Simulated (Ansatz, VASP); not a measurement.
**SiO2 in VASP and in Ansatz**

INCAR

```
ALGO = Normal
EDIFF = 1E-6
ENCUT = 520
GGA = PE
ISIF = 2
ISMEAR = 0
LASPH = T
LCHARG = T
LELF = T
LREAL = F
LVHAR = T
LWAVE = F
NBANDS = 44
NELM = 80
PREC = Accurate
SIGMA = 0.01
```

Contents of KPOINTS:

```
k-points
0
Gamma
  6 6 4
```

Contents of POSCAR:

```
SiO2
1.0
    4.9791700487      0.0000000000      0.0000000000
    0.0000000000      4.9791700487      0.0000000000
    0.0000000000      0.0000000000      6.9148784489
Si O
4 8
Direct
    0.3024588131      0.3024588131      0.0000000000
    0.1975411869      0.8024588131      0.2500000000
    0.6975411869      0.6975411869      0.5000000000
    0.8024588131      0.1975411869      0.7500000000
    0.2381684589      0.1092706349      0.1814546508
    0.3907293651      0.7381684589      0.4314546508
    0.7618315411      0.8907293651      0.6814546508
    0.6092706349      0.2618315411      0.9314546508
    0.7381684589      0.3907293651      0.5685453492
    0.8907293651      0.7618315411      0.3185453492
    0.2618315411      0.6092706349      0.0685453492
    0.1092706349      0.2381684589      0.8185453492
```

Input for Ansatz:

```yaml
crystal:
  lattice:
    - [4.9791700487, 0.0, 0.0]
    - [0.0, 4.9791700487, 0.0]
    - [0.0, 0.0, 6.9148784489]
  atoms:
    - { symbol: Si, position: [0.3024588131, 0.3024588131, 0.0] }
    - { symbol: Si, position: [0.1975411869, 0.8024588131, 0.25] }
    - { symbol: Si, position: [0.6975411869, 0.6975411869, 0.5] }
    - { symbol: Si, position: [0.8024588131, 0.1975411869, 0.75] }
    - { symbol: O, position: [0.2381684589, 0.1092706349, 0.1814546508] }
    - { symbol: O, position: [0.3907293651, 0.7381684589, 0.4314546508] }
    - { symbol: O, position: [0.7618315411, 0.8907293651, 0.6814546508] }
    - { symbol: O, position: [0.6092706349, 0.2618315411, 0.9314546508] }
    - { symbol: O, position: [0.7381684589, 0.3907293651, 0.5685453492] }
    - { symbol: O, position: [0.8907293651, 0.7618315411, 0.3185453492] }
    - { symbol: O, position: [0.2618315411, 0.6092706349, 0.0685453492] }
    - { symbol: O, position: [0.1092706349, 0.2381684589, 0.8185453492] }
kpoints:
  mp_grid: { grid: [6, 6, 4] }
  band_path:
    path:
      - [0.0, 0.0, 0.0]
      - [0.0, 0.5, 0.0]
      - [0.5, 0.5, 0.0]
      - [0.0, 0.0, 0.5]
      - [0.0, 0.5, 0.5]
      - [0.5, 0.5, 0.5]
    npoints: 1
hamiltonian:
  xc: pbe
scf:
  occupations: { method: fixed }
  n_extra_bands: 7
output:
  forces: true
  stress: true
  eigenvalues: true
```

Alike in both runs: task single point; functional PBE; k mesh 6 × 6 × 4; no spin polarisation.

|  | VASP | Ansatz |
| --- | --- | --- |
| version | VASP 6.6.1 | Ansatz 0.2.0 |
| potentials or method | VASP PAW PBE potentials, release 64 (Si, O) | plane waves, PAW |
| plane-wave cutoff (eV) | 520 | 420 |
| occupations | gaussian, width 0.01 eV | fixed |
| valence electrons in the cell | 64 | 64 |

Ansatz gave:

* gap on the k mesh at the Fermi level (eV): 5.73
* pressure (GPa): 4.7
* traceless stress, the component that is largest in VASP (GPa): 0.14
* rms of the force components (eV/Å): 0.129

Q: What did VASP give for the same quantities?

A: gap on the k mesh at the Fermi level (eV): 5.73; pressure (GPa): 4.8; traceless stress, the component that is largest in VASP (GPa): 0.11; rms of the force components (eV/Å): 0.127.

Atom by atom the forces differ by 0.009 eV/Å (rms over components).
